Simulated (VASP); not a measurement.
# Ni (Im-3m) in VASP: a series of runs

Aim: see how the results for Ni move with the level of theory and the settings. Levels: RPBE, LDA, PBEsol. Tasks: relaxation of cell and atoms, single point.

Program: VASP 6.6.1. These are calculated values, not measurements. Logs are shortened: lines on timing, memory, paths and dates and some standing lists are left out, and cuts for length are marked.

### 1 The cell of the first run

The structure is cubic, space group Im-3m (No. 229). The conventional cell has a = 2.767 Å, b = 2.767 Å, c = 2.767 Å, α = 90.00°, β = 90.00°, γ = 90.00°. Within 3.2 Å of Ni (site symmetry m-3m) lie 14 Ni at 2.40 to 2.77 Å.

### 2 Relaxation of cell and atoms, RPBE, collinear spin, ferromagnetic start

INCAR reads:

```
PREC = Accurate ; ENCUT = 600
EDIFF = 1E-6 ; ISMEAR = -1
SIGMA = 0.05 ; LREAL = F
LASPH = T ; NELM = 150
ALGO = Normal ; ISIF = 3
LWAVE = F ; LCHARG = F
ISPIN = 2 ; MAGMOM = 1
LORBIT = 11 ; LMAXMIX = 4
GGA = RP ; IBRION = 2
NSW = 60 ; EDIFFG = -0.01
```

KPOINTS reads:

```
Automatic mesh
0
Gamma
  13 13 13
```

POSCAR reads:

```
Ni
1.0
   -1.3837154700      1.3837154700      1.3837154700
    1.3837154700     -1.3837154700      1.3837154700
    1.3837154700      1.3837154700     -1.3837154700
Ni
1
Direct
    0.0000000000      0.0000000000      0.0000000000
```

Potentials or basis: VASP PAW PBE potentials, release 64 (Ni).

Run with:

```sh
> cat potpaw_PBE.64/Ni/POTCAR > POTCAR
> mpirun -np 1 vasp_std > vasp.out
```

OUTCAR:

```text
PREC = Accurate
   ENCUT = 600
   EDIFF = 1E-6
   ISMEAR = -1
   LREAL = F
   LASPH = T
   NELM = 150
   ISIF = 3
   ISPIN = 2
   LORBIT = 11
   GGA = RP
   IBRION = 2
   NSW = 60
   EDIFFG = -0.01

 ion  position               nearest neighbor table
   1  0.000  0.000  0.000-

  LATTYP: Found a body centered cubic cell.
 ALAT       =     2.7674309400

  Lattice vectors:

 A1 = (  -1.3837154700,   1.3837154700,   1.3837154700)
 A2 = (   1.3837154700,  -1.3837154700,   1.3837154700)
 A3 = (   1.3837154700,   1.3837154700,  -1.3837154700)

Analysis of symmetry for initial positions (statically):
=====================================================================
 Subroutine PRICEL returns:
 Original cell was already a primitive cell.

 Routine SETGRP: Setting up the symmetry group for a
 body centered cubic supercell.

 Subroutine GETGRP returns: Found 48 space group operations
 (whereof 48 operations were pure point group operations)
 out of a pool of 48 trial point group operations.

The static configuration has the point symmetry O_h .

Analysis of symmetry for dynamics (positions and initial velocities):
=====================================================================
 Subroutine PRICEL returns:
 Original cell was already a primitive cell.

 Routine SETGRP: Setting up the symmetry group for a
 body centered cubic supercell.

 Subroutine GETGRP returns: Found 48 space group operations
 (whereof 48 operations were pure point group operations)
 out of a pool of 48 trial point group operations.

The dynamic configuration has the point symmetry O_h .

Analysis of structural, dynamic, and magnetic symmetry:
=====================================================================
 Subroutine PRICEL returns:
 Original cell was already a primitive cell.

 Routine SETGRP: Setting up the symmetry group for a
 body centered cubic supercell.

 Subroutine GETGRP returns: Found 48 space group operations
 (whereof 48 operations were pure point group operations)
 out of a pool of 48 trial point group operations.

The overall configuration has the point symmetry O_h .

 Subroutine INISYM returns: Found 48 space group operations
 (whereof 48 operations are pure point group operations),
 and found     1 'primitive' translations

----------------------------------------------------------------------------------------

                                     Primitive cell

  volume of cell :      10.5974

  direct lattice vectors                    reciprocal lattice vectors
    -1.383715470  1.383715470  1.383715470     0.000000000  0.361345964  0.361345964
     1.383715470 -1.383715470  1.383715470     0.361345964  0.000000000  0.361345964
     1.383715470  1.383715470 -1.383715470     0.361345964  0.361345964  0.000000000

  length of vectors
     2.396665497  2.396665497  2.396665497     0.511020363  0.511020363  0.511020363

  position of ions in fractional coordinates (direct lattice)
     0.000000000  0.000000000  0.000000000

  ion indices of the primitive-cell ions
   primitive index   ion index
                 1           1

----------------------------------------------------------------------------------------

 KPOINTS: Automatic mesh

Automatic generation of k-mesh.
 Grid dimensions read from file:
 generate k-points for:   13   13   13

 Generating k-lattice:

  Cartesian coordinates                     Fractional coordinates (reciprocal lattice)
     0.000000000  0.027795843  0.027795843     0.076923077  0.000000000  0.000000000
     0.027795843  0.000000000  0.027795843     0.000000000  0.076923077  0.000000000
     0.027795843  0.027795843  0.000000000     0.000000000  0.000000000  0.076923077

  Length of vectors
     0.039309259  0.039309259  0.039309259

  Shift w.r.t. Gamma in fractional coordinates (k-lattice)
     0.000000000  0.000000000  0.000000000

 Subroutine IBZKPT returns following result:
 ===========================================

 Found     84 irreducible k-points:

 Following reciprocal coordinates:
            Coordinates               Weight
  0.000000  0.000000  0.000000      1.000000
  0.076923  0.000000  0.000000     12.000000
  0.153846  0.000000  0.000000     12.000000
  0.230769  0.000000  0.000000     12.000000
  0.307692  0.000000  0.000000     12.000000
  0.384615  0.000000  0.000000     12.000000
[... 16 lines left out ...]
  0.153846  0.076923  0.076923     24.000000
  0.230769  0.076923  0.076923     24.000000
 [... further k-points ...]
   k-points           NKPTS =     84   k-points in BZ     NKDIM =     84   number of bands    NBANDS=     10
   number of dos      NEDOS =    301   number of ions     NIONS =      1
   total plane-waves  NPLWV =   8000
   dimension x,y,z NGX =    20 NGY =   20 NGZ =   20
   dimension x,y,z NGXF=    40 NGYF=   40 NGZF=   40
   ions per type =               1
   NGX,Y,Z   is equivalent  to a cutoff of  13.87, 13.87, 13.87 a.u.
   NGXF,Y,Z  is equivalent  to a cutoff of  27.75, 27.75, 27.75 a.u.
 SYSTEM =  unknown system
   PREC   = accura    normal or accurate (medium, high low for compatibility)
   ISTART =      0    job   : 0-new  1-cont  2-samecut
   ICHARG =      2    charge: 1-file 2-atom 10-const
   ISPIN  =      2    spin polarized calculation?
   LNONCOLLINEAR =      F non collinear calculations
   LSORBIT =      F    spin-orbit coupling
   LASPH  =      T    aspherical Exc in radial PAW
   ENCUT  =  600.0 eV  44.10 Ry    6.64 a.u.   4.79  4.79  4.79*2*pi/ulx,y,z
   NELM   =    150;   NELMIN=  2; NELMDL= -5     # of ELM steps
   EDIFF  = 0.1E-05   stopping-criterion for ELM
   LREAL  =      F    real-space projection
   EDIFFG = -.1E-01   stopping-criterion for IOM
   NSW    =     60    number of steps for IOM
   IBRION =      2    ionic relax: 0-MD 1-quasi-New 2-CG
   NFREE  =      1    steps in history (QN), initial steepest desc. (CG)
   ISIF   =      3    stress and relaxation
   ISYM   =      2    0-nonsym 1-usesym 2-fastsym
   POTIM  = 0.5000    time-step for ionic-motion
   TEBEG  =    0.0;   TEEND  =   0.0 temperature during run
   PSTRESS=    0.0 pullay stress
   NELECT =      10.0000    total number of electrons
   NUPDOWN=      -1.0000    fix difference up-down
   EMIN   =  10.00;   EMAX   =-10.00  energy-range for DOS
   EFERMI =   0.00;   METHOD = LEGACY
   ISMEAR =    -1;   SIGMA  =   0.05  broadening in eV -4-tet -1-fermi 0-gaus
   EFERMI_NEDOS =   21; number of points for ismear=-14 and -15
   IALGO  =     38    algorithm
   IMIX   =      4    mixing-type and parameters
     AMIX     =   0.40;   BMIX     =  1.00
     AMIX_MAG =   1.60;   BMIX_MAG =  1.00
  volume/ion in A,a.u.               =      10.60        71.51
  Fermi-wavevector in a.u.,A,eV,Ry     =   1.605738  3.034405 35.081190  2.578395
  Thomas-Fermi vector in A             =   2.702037
   LORBIT       =     11    0 simple, 1 ext, 2 COOP (PROOUT), +10 PAW based schemes
   GGA     = RP    functional components
   LHFCALC =     F    Hartree Fock is set to
   AEXX    =    0.0000 exact exchange contribution
   IVDW    =     0    specifies the selected vdW correction
   LEPSILON=     F    determine dielectric tensor
   LRPA    =     F    only Hartree local field effects (RPA)
 conjugate gradient relaxation of ions
 spin polarized calculation
  energy-cutoff  :      600.00
  volume of cell :       10.60
 maximum number of plane-waves:       370
   NGX =  9   NGY =  9   NGZ =  9

--------------------------------------- Ionic step        1  -------------------------------------------

 number of electron      10.0000001 magnetization       0.5828839

 Free energy of the ion-electron system (eV)
  ---------------------------------------------------
  ext. energy  EPLUGINS =         0.00000000
  ---------------------------------------------------
  free energy    TOTEN  =        -4.83864753 eV

  energy without entropy =       -4.82465903  energy(sigma->0) =       -4.83165328

------------------------ aborting loop because EDIFF is reached ----------------------------------------

  FORCE on cell =-STRESS in cart. coord.  units (eV):
  Direction    XX          YY          ZZ          XY          YZ          ZX
  --------------------------------------------------------------------------------------
  -------------------------------------------------------------------------------------
  Total        0.8870758      0.8870758      0.8870758      0.0000000      0.0000000     -0.0000000
  in kB      134.1130187    134.1130187    134.1130187      0.0000000      0.0000000     -0.0000000
  external PRESSURE =     134.1130187 kB  Pullay stress =       0.0000000 kB
[... 55 lines left out ...]
  energy  without entropy=       -4.8334658032  energy(sigma->0) =       -4.84111993

--------------------------------------- Ionic step        3  -------------------------------------------

 number of electron       9.9999994 magnetization       0.6060446

 Free energy of the ion-electron system (eV)
  ---------------------------------------------------
  ext. energy  EPLUGINS =         0.00000000
  ---------------------------------------------------
  free energy    TOTEN  =        -4.86789024 eV

  energy without entropy =       -4.85324361  energy(sigma->0) =       -4.86056692

 E-fermi :   8.8328     XC(G=0): -12.8797

 val. band max:        8.8317585818   @ k =  -0.3077   0.3846   0.0769
 cond. band min:       8.8338805583   @ k =  -0.3846  -0.3846   0.1538
 fundamental gap:      0.0021219765
 Fermi energy:         8.8327567547

 spin component 1

 k-point     1 :       0.0000    0.0000    0.0000
  band No.  band energies     occupation
      1       0.2383      1.00000
      2       6.6041      1.00000
      3       6.6041      1.00000
      4       6.6041      1.00000
      5       7.9356      1.00000
      6       7.9356      1.00000
      7      34.8125      0.00000
      8      34.8125      0.00000
      9      34.8125      0.00000
     10      39.4396      0.00000
[... 287 lines left out ...]
 k-point    24 :       0.2308    0.0769    0.0769
  band No.  band energies     occupation
      1       3.8018      1.00000
      2       5.9595      1.00000
      3       6.2745      1.00000
      4       7.8169      1.00000
      5       8.0050      1.00000
      6       8.5227      0.99798
      7      21.5567      0.00000
      8      26.1408      0.00000
      9      27.3010      0.00000
     10      36.1195      0.00000

 [... further k-points ...]

 spin component 2

 k-point     1 :       0.0000    0.0000    0.0000
  band No.  band energies     occupation
      1       0.1997      1.00000
      2       7.3500      1.00000
      3       7.3500      1.00000
      4       7.3500      1.00000
      5       8.4835      0.99908
      6       8.4835      0.99908
      7      34.6693      0.00000
      8      34.6693      0.00000
      9      34.6693      0.00000
     10      39.3324      0.00000
[... 327 lines left out ...]
  FREE ENERGIE OF THE ION-ELECTRON SYSTEM (eV)
  ---------------------------------------------------
  free  energy   TOTEN  =        -4.8678902376 eV

  energy  without entropy=       -4.8532436060  energy(sigma->0) =       -4.86056692

 reached required accuracy - stopping structural energy minimisation

 total charge

# of ion       s       p       d       tot
------------------------------------------
    1        0.474   0.452   8.311   9.236

 magnetization (x)

# of ion       s       p       d       tot
------------------------------------------
    1       -0.004  -0.019   0.642   0.619
```

Wall time 30 s (1 thread of AMD EPYC 9R45 (Zen 5), shared host); peak memory 0.12 GiB.

What came out:

```
Free energy                                           : -4.8679 eV
Relaxed volume                                        : 11.35 Å³/atom
Relaxed cell                                          : a = 2.452 Å, b = 2.452 Å, c = 2.452 Å, α = 109.47°, β = 109.47°, γ = 109.47°
Space group after relaxing (to 0.05 Å)                : Im-3m (No. 229)
Energy gained by relaxing                             : 29.2 meV/atom
Ionic steps                                           : 3
Pressure after relaxing                               : -0.1 GPa
Net moment                                            : 0.61 μB per cell
Site moments                                          : Ni +0.62 μB
Valence electrons inside the program's atomic spheres : Ni 9.24
```

Step by step:
| step | energy change (eV) | largest force (eV/Å) | pressure (GPa) | volume (Å³) |
| --- | --- | --- | --- | --- |
| 1 | 0.0000 | 0.0000 | 13.41 | 10.60 |
| 2 | -0.0101 | 0.0000 | -8.53 | 12.02 |
| 3 | -0.0292 | 0.0000 | -0.11 | 11.35 |

Final structure:
```
CELL_PARAMETERS angstrom
-1.41553 1.41553 1.41553
1.41553 -1.41553 1.41553
1.41553 1.41553 -1.41553
ATOMIC_POSITIONS crystal
Ni 0.00000 0.00000 0.00000
```

Caveat: the PAW data sets were made with another functional, which shifts forces and pressure a little.

### 3 Single point, LDA, collinear spin, ferromagnetic start

INCAR reads:

```
PREC = Accurate ; ENCUT = 520
EDIFF = 1E-7 ; ISMEAR = -1
SIGMA = 0.05 ; LREAL = False
LASPH = True ; NELM = 150
ALGO = Normal ; ISIF = 2
LWAVE = False ; LCHARG = False
ISPIN = 2 ; MAGMOM = 1
LORBIT = 11 ; LMAXMIX = 4
NBANDS = 15
```

KPOINTS reads:

```
Automatic mesh
0
Gamma
  8 8 8
```

POSCAR is that of step 2.

Potentials or basis: VASP PAW LDA potentials, release 64 (Ni).

Run with:

```sh
> cat potpaw_LDA.64/Ni/POTCAR > POTCAR
> mpirun -np 1 vasp_std > vasp.out
```

It took 5.9 s on 1 thread of AMD EPYC 9R45 (Zen 5), shared host; peak memory 0.09 GiB.

It converged, with:

| Quantity | Value |
| --- | --- |
| Free energy | -6.4630 eV |
| Pressure | -10.2 GPa |
| Net moment | 0.50 μB per cell |
| Site moments | Ni +0.50 μB |
| Valence electrons inside the program's atomic spheres | Ni 9.37 |

Levels at points of the mesh, in eV from the Fermi level:
Spin up:
```
           k point  band 1  band 2  band 3  band 4  band 5  band 6  band 7  band 8  band 9  band 10
(0.00, 0.00, 0.00)   -9.06   -2.29   -2.29   -2.29   -0.81   -0.81   26.77   26.77   26.77    31.86
(0.50, 0.00, 0.00)   -4.72   -3.25   -0.89   -0.65    0.07    0.26    6.73   19.35   20.30    24.23
(0.50, 0.50, 0.50)   -4.28   -4.28   -0.16   -0.16   -0.16    9.89    9.89    9.89   16.05    16.05
```
Spin down:
```
           k point  band 3  band 4  band 5  band 6  band 7  band 8
(0.00, 0.00, 0.00)   -1.76   -1.76   -0.39   -0.39   26.77   26.77
(0.50, 0.00, 0.00)   -0.43   -0.22    0.30    0.68    7.04   19.37
(0.50, 0.50, 0.50)    0.44    0.44    0.44    9.97    9.97    9.97
```

Caveat: the k points lie up to 0.40 Å⁻¹ apart.

### 4 Single point, PBEsol, collinear spin, ferromagnetic start

INCAR reads:

```
SYSTEM = Ni
PREC = Accurate
ENCUT = 520
EDIFF = 1E-7
ISMEAR = -1
SIGMA = 0.05
LREAL = .False.
LASPH = .True.
NELM = 150
ALGO = Normal
ISIF = 2
LWAVE = .False.
LCHARG = .False.
ISPIN = 2
MAGMOM = 1
LORBIT = 11
LMAXMIX = 4
GGA = PS
NBANDS = 15
```

KPOINTS reads:

```
Automatic mesh
0
Gamma
  8 8 8
  0 0 0
```

POSCAR is that of step 3.

Potentials or basis: VASP PAW PBE potentials, release 64 (Ni).

Run with:

```sh
> cat potpaw_PBE.64/Ni/POTCAR > POTCAR
> mpirun -np 1 vasp_std > vasp.out
```

It took 6.5 s on 1 thread of AMD EPYC 9R45 (Zen 5), shared host; peak memory 0.09 GiB.

The run converged. Its results:

- Free energy: -6.0359 eV
- Pressure: -2.3 GPa
- Net moment: 0.55 μB per cell
- Site moments: Ni +0.56 μB
- Valence electrons inside the program's atomic spheres: Ni 9.37

Levels at points of the mesh, in eV from the Fermi level:
Spin up:
```csv
k point,band 3,band 4,band 5,band 6,band 7,band 8
"(0.00, 0.00, 0.00)",-2.36,-2.36,-0.87,-0.87,26.68,26.68
"(0.50, 0.00, 0.00)",-0.95,-0.70,-0.02,0.18,6.66,19.30
"(0.50, 0.50, 0.50)",-0.25,-0.25,-0.25,9.87,9.87,9.87
```
Spin down:
| k point | band 1 | band 2 | band 3 | band 4 | band 5 | band 6 | band 7 | band 8 | band 9 | band 10 |
| --- | --- | --- | --- | --- | --- | --- | --- | --- | --- | --- |
| (0.00, 0.00, 0.00) | -9.13 | -1.70 | -1.70 | -1.70 | -0.40 | -0.40 | 26.62 | 26.62 | 26.62 | 31.71 |
| (0.50, 0.00, 0.00) | -4.42 | -2.71 | -0.41 | -0.22 | 0.17 | 0.74 | 7.01 | 19.26 | 20.46 | 24.28 |
| (0.50, 0.50, 0.50) | -4.01 | -4.01 | 0.50 | 0.50 | 0.50 | 9.92 | 9.92 | 9.92 | 16.03 | 16.03 |

Caveat: the k points lie up to 0.40 Å⁻¹ apart; the PAW data sets were made with another functional, which shifts forces and pressure a little.

### 5 Overview

```tsv
task	level	potentials or basis	cell	k mesh	cutoff (eV)	gap on the mesh (eV)	pressure (GPa)	moment (μB)
relaxation of cell and atoms	RPBE	VASP PAW PBE potentials, release 64 (Ni)	relaxed	13 × 13 × 13	600	none	-0.1	0.61
single point	LDA	VASP PAW LDA potentials, release 64 (Ni)	as given	8 × 8 × 8	520	none	-10.2	0.50
single point	PBEsol	VASP PAW PBE potentials, release 64 (Ni)	as given	8 × 8 × 8	520	none	-2.3	0.55
```

Alike in all rows: spin collinear, ferromagnetic start; smearing fermi-dirac 0.05 eV.

Caveats: some runs use coarse meshes; the PAW data sets were made with another functional, which shifts forces and pressure a little (some runs).

Absolute energies hang on the potentials; compare differences alone.
